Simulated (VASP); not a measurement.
Input of a VASP 6.6.1 run:

File INCAR:

```
SYSTEM = Ni3O2
PREC     = Accurate       ! precision mode
ENCUT    = 520            ! plane-wave cutoff, eV
EDIFF    = 1E-6           ! SCF threshold, eV
ISMEAR   = -1             ! smearing method
SIGMA    = 0.15           ! smearing width, eV
LREAL    = .False.        ! projectors in reciprocal space
LASPH    = .True.         ! aspherical terms in the spheres
NELM     = 60             ! most SCF steps
ALGO     = Normal         ! electronic algorithm
ISIF     = 2              ! what is computed and relaxed
LWAVE    = .False.        ! write WAVECAR
LCHARG   = .True.         ! write CHGCAR
GGA      = PS             ! functional
LELF     = .True.         ! ELF
LVHAR    = .True.       
NBANDS   = 29             ! bands
```

The input KPOINTS:

```
regular mesh
0
Gamma
  12 12 12
  0 0 0
```

The input POSCAR:

```
Ni3O2
1.0
    2.8548497698      1.6482482830      1.9196006780
   -2.8548497698      1.6482482830      1.9196006780
    0.0000000000     -3.2964965662      1.9196006779
Ni O
3 2
Direct
    0.5000000000     -0.0000014191      1.0000014191
    1.0000014191      0.5000000000     -0.0000014191
   -0.0000014191      1.0000014191      0.5000000000
    0.2771997102      0.2771997102      0.2771997102
    0.7228002898      0.7228002898      0.7228002898
```

Potentials or basis: VASP PAW PBE potentials, release 64 (Ni, O).

Command:

```sh
$ cat potpaw_PBE.64/Ni/POTCAR potpaw_PBE.64/O/POTCAR > POTCAR
$ mpirun -np 1 vasp_std > vasp.out
```

Question: Predict the largest force.

Answer: 0.050 eV/Å.

Question: What does it give for the band gap on the k mesh?

Answer: Zero (bands 21 and 22 overlap by 0.89 eV).

Question: What does it give for the pressure?

Answer: 0.6 GPa.

Forces on the atoms (eV/Å):
```
Ni   0.000  0.000  0.000
Ni   0.000  0.000  0.000
Ni   0.000  0.000  0.000
O    0.000  0.000  0.050
O    0.000  0.000 -0.050
```

Caveat: the PAW data sets were made with another functional, which shifts forces and pressure a little; the run has no spin polarisation, though such a crystal can be magnetic. Spin polarisation is off, so any magnetic state and its effect on volume and gap are missing.
